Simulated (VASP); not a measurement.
# SrTiO3 (Imma) in VASP: single point with PBEsol

Aim: the single point of SrTiO3 with PBEsol.

All numbers are computed with VASP 6.6.1; they aren't measurements. Logs are shortened: lines on timing, memory, paths and dates and some standing lists are left out, and cuts for length are marked.

### Step 1. The cell of the first run

Symmetry: Imma, No. 74, orthorhombic system. Conventional cell: a = 5.503 Å, b = 7.782 Å, c = 5.503 Å, α = 90.00°, β = 90.00°, γ = 90.00°. Within 3.5 Å of Sr (site symmetry mm2) lie 12 O at 2.69 to 2.82 Å and 8 Ti at 3.37 Å. Ti (site symmetry 2/m) has 6 O at 1.95 Å within 2.6 Å. Within 2.6 Å of O (site symmetry 2) lie 2 Ti at 1.95 Å. Within 2.9 Å of O (site symmetry mm2) lie 2 Ti at 1.95 Å and 4 Sr at 2.69 to 2.82 Å and 8 O at 2.75 Å.

### Step 2. Single point, PBEsol

File INCAR:

```
PREC     = Accurate       # precision mode
ENCUT    = 520            # plane-wave cutoff, eV
EDIFF    = 1E-7           # SCF threshold, eV
ISMEAR   = 0              # smearing method
SIGMA    = 0.05           # smearing width, eV
LREAL    = False          # projectors in reciprocal space
LASPH    = True           # aspherical terms in the spheres
NELM     = 60             # most SCF steps
ALGO     = Normal         # electronic algorithm
ISIF     = 2              # what is computed and relaxed
LWAVE    = False          # write WAVECAR
LCHARG   = True           # write CHGCAR
GGA      = PS             # functional
LELF     = True           # ELF
LVHAR    = True         
NBANDS   = 51             # bands
```

File KPOINTS:

```
regular mesh
0
Gamma
  6 6 6
```

File POSCAR:

```
SrTiO3
1.0
   -3.8911201354      0.0000000000     -3.8911201354
    0.0000000000     -3.8911201354     -3.8911201354
   -3.8911201354     -3.8911201354      0.0000000000
Sr Ti O
2 2 6
Direct
    0.0000000000      0.0000000000      0.0000000000
    0.5000000000      0.5000000000      0.5000000000
    0.2500000000      0.2500000000      0.2500000000
    0.7500000000      0.7500000000      0.7500000000
    0.4940939962     -0.0059060038      0.5059060038
    0.0059060038      0.5059060038     -0.0059060038
    0.5059060038      0.0059060038     -0.0059060038
   -0.0059060038      0.4940939962      0.5059060038
    0.5000000000      0.5000000000      0.0118120076
    1.0000000000      1.0000000000      0.4881879924
```

Potentials or basis: VASP PAW PBE potentials, release 64 (Sr_sv, Ti_sv, O).

Started as:

```sh
$ cat potpaw_PBE.64/Sr_sv/POTCAR potpaw_PBE.64/Ti_sv/POTCAR potpaw_PBE.64/O/POTCAR > POTCAR
$ mpirun -np 1 vasp_std > vasp.out
```

OUTCAR:

```text
PREC = Accurate
   ENCUT = 520
   EDIFF = 1E-7
   ISMEAR = 0
   LREAL = False
   LASPH = True
   NELM = 60
   ISIF = 2
   GGA = PS

 ion  position               nearest neighbor table
   1  0.000  0.000  0.000-  10 2.69   6 2.72   7 2.72   8 2.72   5 2.72   9 2.75   9 2.75   8 2.78
                             6 2.78   5 2.78   7 2.78  10 2.82   3 3.37   4 3.37   4 3.37   3 3.37
   2  0.500  0.500  0.500-   9 2.69   6 2.72   7 2.72   8 2.72   5 2.72  10 2.75  10 2.75   5 2.78
                             7 2.78   8 2.78   6 2.78   9 2.82   4 3.37   4 3.37   4 3.37   3 3.37
   3  0.250  0.250  0.250-   5 1.95   6 1.95   7 1.95   8 1.95   9 1.95  10 1.95   1 3.37   1 3.37
                             1 3.37   2 3.37   1 3.37   2 3.37   2 3.37   2 3.37
   4  0.750  0.750  0.750-   5 1.95   6 1.95   7 1.95   8 1.95   9 1.95  10 1.95   2 3.37   2 3.37
                             1 3.37   2 3.37   2 3.37   1 3.37   1 3.37   1 3.37
   5  0.494  0.994  0.506-   3 1.95   4 1.95   1 2.72   2 2.72   1 2.78   2 2.78
   6  0.006  0.506  0.994-   3 1.95   4 1.95   1 2.72   2 2.72   1 2.78   2 2.78
   7  0.506  0.006  0.994-   3 1.95   4 1.95   1 2.72   2 2.72   2 2.78   1 2.78
   8  0.994  0.494  0.506-   3 1.95   4 1.95   1 2.72   2 2.72   2 2.78   1 2.78
   9  0.500  0.500  0.012-   3 1.95   4 1.95   2 2.69   1 2.75   1 2.75   2 2.82
  10  0.000  0.000  0.488-   3 1.95   4 1.95   1 2.69   2 2.75   2 2.75   1 2.82

  LATTYP: Found a face centered cubic cell.
 ALAT       =     7.7822402708

  Lattice vectors:

 A1 = (  -3.8911201354,   0.0000000000,  -3.8911201354)
 A2 = (   0.0000000000,  -3.8911201354,  -3.8911201354)
 A3 = (  -3.8911201354,  -3.8911201354,   0.0000000000)

Analysis of symmetry for initial positions (statically):
=====================================================================
 Subroutine PRICEL returns:
 Original cell was already a primitive cell.

 Routine SETGRP: Setting up the symmetry group for a
 face centered cubic supercell.

 Subroutine GETGRP returns: Found  8 space group operations
 (whereof  4 operations were pure point group operations)
 out of a pool of 48 trial point group operations.

The static configuration has the point symmetry C_2v.
 The point group associated with its full space group is D_2h.

Analysis of symmetry for dynamics (positions and initial velocities):
=====================================================================
 Subroutine PRICEL returns:
 Original cell was already a primitive cell.

 Routine SETGRP: Setting up the symmetry group for a
 face centered cubic supercell.

 Subroutine GETGRP returns: Found  8 space group operations
 (whereof  4 operations were pure point group operations)
 out of a pool of 48 trial point group operations.

The dynamic configuration has the point symmetry C_2v.
 The point group associated with its full space group is D_2h.

 Subroutine INISYM returns: Found  8 space group operations
 (whereof  4 operations are pure point group operations),
 and found     1 'primitive' translations

----------------------------------------------------------------------------------------

                                     Primitive cell

  volume of cell :     117.8295

  direct lattice vectors                    reciprocal lattice vectors
    -3.891120135  0.000000000 -3.891120135    -0.128497703  0.128497703 -0.128497703
     0.000000000 -3.891120135 -3.891120135     0.128497703 -0.128497703 -0.128497703
    -3.891120135 -3.891120135  0.000000000    -0.128497703 -0.128497703  0.128497703

  length of vectors
     5.502874868  5.502874868  5.502874868     0.222564550  0.222564550  0.222564550

  position of ions in fractional coordinates (direct lattice)
     0.000000000  0.000000000  0.000000000
     0.500000000  0.500000000  0.500000000
     0.250000000  0.250000000  0.250000000
     0.750000000  0.750000000  0.750000000
     0.494093996  0.994093996  0.505906004
     0.005906004  0.505906004  0.994093996
     0.505906004  0.005906004  0.994093996
     0.994093996  0.494093996  0.505906004
     0.500000000  0.500000000  0.011812008
     0.000000000  0.000000000  0.488187992

  ion indices of the primitive-cell ions
   primitive index   ion index
                 1           1
                 2           2
                 3           3
                 4           4
                 5           5
                 6           6
                 7           7
                 8           8
                 9           9
                10          10

----------------------------------------------------------------------------------------

 KPOINTS: regular mesh

Automatic generation of k-mesh.
 Grid dimensions read from file:
 generate k-points for:    6    6    6

 Generating k-lattice:

  Cartesian coordinates                     Fractional coordinates (reciprocal lattice)
    -0.021416284  0.021416284 -0.021416284     0.166666667  0.000000000  0.000000000
     0.021416284 -0.021416284 -0.021416284     0.000000000  0.166666667  0.000000000
    -0.021416284 -0.021416284  0.021416284     0.000000000  0.000000000  0.166666667

  Length of vectors
     0.037094092  0.037094092  0.037094092

  Shift w.r.t. Gamma in fractional coordinates (k-lattice)
     0.000000000  0.000000000  0.000000000

 Subroutine IBZKPT returns following result:
 ===========================================

 Found     46 irreducible k-points:

 Following reciprocal coordinates:
            Coordinates               Weight
  0.000000  0.000000  0.000000      1.000000
  0.166667  0.000000  0.000000      4.000000
  0.000000  0.000000  0.166667      4.000000
  0.333333  0.000000  0.000000      4.000000
  0.000000  0.000000  0.333333      4.000000
  0.500000  0.000000  0.000000      2.000000
[... 16 lines left out ...]
  0.000000 -0.166667  0.166667      8.000000
  0.166667  0.166667  0.333333      2.000000
 [... further k-points ...]
   k-points           NKPTS =     46   k-points in BZ     NKDIM =     46   number of bands    NBANDS=     51
   number of dos      NEDOS =    301   number of ions     NIONS =     10
   total plane-waves  NPLWV =  74088
   dimension x,y,z NGX =    42 NGY =   42 NGZ =   42
   dimension x,y,z NGXF=    84 NGYF=   84 NGZF=   84
   ions per type =               2   2   6
   NGX,Y,Z   is equivalent  to a cutoff of  12.69, 12.69, 12.69 a.u.
   NGXF,Y,Z  is equivalent  to a cutoff of  25.38, 25.38, 25.38 a.u.
 SYSTEM =  unknown system
   PREC   = accura    normal or accurate (medium, high low for compatibility)
   ISTART =      0    job   : 0-new  1-cont  2-samecut
   ICHARG =      2    charge: 1-file 2-atom 10-const
   ISPIN  =      1    spin polarized calculation?
   LNONCOLLINEAR =      F non collinear calculations
   LSORBIT =      F    spin-orbit coupling
   LASPH  =      T    aspherical Exc in radial PAW
   ENCUT  =  520.0 eV  38.22 Ry    6.18 a.u.  10.23 10.23 10.23*2*pi/ulx,y,z
   NELM   =     60;   NELMIN=  2; NELMDL= -5     # of ELM steps
   EDIFF  = 0.1E-06   stopping-criterion for ELM
   LREAL  =      F    real-space projection
   EDIFFG = 0.1E-05   stopping-criterion for IOM
   NSW    =      0    number of steps for IOM
   IBRION =     -1    ionic relax: 0-MD 1-quasi-New 2-CG
   NFREE  =      0    steps in history (QN), initial steepest desc. (CG)
   ISIF   =      2    stress and relaxation
   ISYM   =      2    0-nonsym 1-usesym 2-fastsym
   POTIM  = 0.5000    time-step for ionic-motion
   TEBEG  =    0.0;   TEEND  =   0.0 temperature during run
   PSTRESS=    0.0 pullay stress
   NELECT =      80.0000    total number of electrons
   NUPDOWN=      -1.0000    fix difference up-down
   EMIN   =  10.00;   EMAX   =-10.00  energy-range for DOS
   EFERMI =   0.00;   METHOD = LEGACY
   ISMEAR =     0;   SIGMA  =   0.05  broadening in eV -4-tet -1-fermi 0-gaus
   EFERMI_NEDOS =   21; number of points for ismear=-14 and -15
   IALGO  =     38    algorithm
   IMIX   =      4    mixing-type and parameters
     AMIX     =   0.40;   BMIX     =  1.00
     AMIX_MAG =   1.60;   BMIX_MAG =  1.00
  volume/ion in A,a.u.               =      11.78        79.52
  Fermi-wavevector in a.u.,A,eV,Ry     =   1.438865  2.719061 28.168602  2.070334
  Thomas-Fermi vector in A             =   2.557785
   LORBIT       =      0    0 simple, 1 ext, 2 COOP (PROOUT), +10 PAW based schemes
   GGA     = PS    functional components
   LHFCALC =     F    Hartree Fock is set to
   AEXX    =    0.0000 exact exchange contribution
   IVDW    =     0    specifies the selected vdW correction
   LEPSILON=     F    determine dielectric tensor
   LRPA    =     F    only Hartree local field effects (RPA)
 non-spin polarized calculation
 Gauss-broadening in eV      SIGMA  =   0.05
  energy-cutoff  :      520.00
  volume of cell :      117.83
 maximum number of plane-waves:      3218
 NGX is ok and might be reduce to    42
   NGX = 21   NGY = 21   NGZ = 21

 number of electron      80.0000001 magnetization

 Free energy of the ion-electron system (eV)
  ---------------------------------------------------
  ext. energy  EPLUGINS =         0.00000000
  ---------------------------------------------------
  free energy    TOTEN  =       -84.03448900 eV

  energy without entropy =      -84.03448900  energy(sigma->0) =      -84.03448900

 E-fermi :   4.3977     XC(G=0): -11.5969

 val. band max:        4.0985178824   @ k =   0.0000   0.0000   0.0000
 cond. band min:       5.9313680194   @ k =   0.0000   0.0000   0.0000
 fundamental gap:      1.8328501370
 Fermi energy:         4.3977177928

 k-point     1 :       0.0000    0.0000    0.0000
  band No.  band energies     occupation
      1     -52.0516      2.00000
      2     -52.0465      2.00000
      3     -28.4906      2.00000
      4     -28.4905      2.00000
      5     -28.4898      2.00000
      6     -28.4894      2.00000
[... 43 lines left out ...]
     50       9.4362      0.00000
     51      10.2331      0.00000
[... 1240 lines left out ...]
     50      10.3512      0.00000
     51      11.3115      0.00000

 [... further k-points ...]

------------------------ aborting loop because EDIFF is reached ----------------------------------------

  FORCE on cell =-STRESS in cart. coord.  units (eV):
  Direction    XX          YY          ZZ          XY          YZ          ZX
  --------------------------------------------------------------------------------------
  -------------------------------------------------------------------------------------
  Total        0.4877287      0.4877287      0.4224059      0.0340284      0.0000000      0.0000000
  in kB        6.6318537      6.6318537      5.7436319      0.4626982      0.0000000      0.0000000
  external PRESSURE =       6.3357798 kB  Pullay stress =       0.0000000 kB

 VOLUME and BASIS-vectors are now :
 -----------------------------------------------------------------------------
  energy-cutoff  :      520.00
  volume of cell :      117.83
      direct lattice vectors                 reciprocal lattice vectors
    -3.891120135  0.000000000 -3.891120135    -0.128497703  0.128497703 -0.128497703
     0.000000000 -3.891120135 -3.891120135     0.128497703 -0.128497703 -0.128497703
    -3.891120135 -3.891120135  0.000000000    -0.128497703 -0.128497703  0.128497703

 POSITION                                       TOTAL-FORCE (eV/Angst)
 -----------------------------------------------------------------------------------
      0.00000      0.00000      0.00000         0.001211      0.001211      0.000000
     -3.89112     -3.89112     -3.89112        -0.001211     -0.001211      0.000000
     -1.94556     -1.94556     -1.94556         0.000000     -0.000000      0.000000
     -5.83668     -5.83668     -5.83668        -0.000000     -0.000000      0.000000
     -3.89112     -5.83668     -5.79072        -0.000000     -0.000000      0.015472
     -3.89112     -5.83668     -1.99152         0.000000     -0.000000     -0.015472
     -5.83668     -3.89112     -1.99152         0.000000     -0.000000     -0.015472
     -5.83668     -3.89112     -5.79072        -0.000000     -0.000000      0.015472
     -1.99152     -1.99152     -3.89112        -0.014196     -0.014196      0.000000
     -1.89960     -1.89960      0.00000         0.014196      0.014196      0.000000
 -----------------------------------------------------------------------------------
    total drift:                                0.000000      0.000000     -0.000000

  FREE ENERGIE OF THE ION-ELECTRON SYSTEM (eV)
  ---------------------------------------------------
  free  energy   TOTEN  =       -84.0344890043 eV

  energy  without entropy=      -84.0344890043  energy(sigma->0) =      -84.03448900
```

Wall time 6 min (1 thread of Intel Xeon Platinum 8488C (Sapphire Rapids), shared host); peak memory 0.39 GiB.

Results:

```
Free energy            : -84.0345 eV
Pressure               : 0.6 GPa
Largest force          : 0.020 eV/Å
Band gap on the k mesh : 1.83 eV
```

Forces in eV/Å, atoms in the order of the input:
```
Sr   0.001  0.001  0.000
Sr  -0.001 -0.001  0.000
Ti   0.000  0.000  0.000
Ti   0.000  0.000  0.000
O    0.000  0.000  0.015
O    0.000  0.000 -0.015
O    0.000  0.000 -0.015
O    0.000  0.000  0.015
O   -0.014 -0.014  0.000
O    0.014  0.014  0.000
```

Stress tensor (GPa, compression positive):
```
0.66 0.05 0.00
0.05 0.66 0.00
0.00 0.00 0.57
```

Levels at points of the mesh, in eV from the valence-band top:
```csv
k point,band 38,band 39,band 40,band 41,band 42,band 43
"(0.00, 0.00, 0.00)",-0.01,-0.01,0.00,1.83,1.83,1.84
"(0.50, 0.00, 0.00)",-0.92,-0.63,-0.63,3.38,3.38,3.43
"(0.00, 0.00, 0.50)",-0.90,-0.63,-0.63,3.38,3.38,3.42
"(0.50, 0.50, 0.00)",-0.73,-0.73,-0.09,2.01,3.82,3.83
"(0.00, 0.50, 0.50)",-0.73,-0.73,-0.09,2.01,3.81,3.81
```

Caveat: the PAW data sets were made with another functional, which shifts forces and pressure a little. A k mesh can miss the band edges.
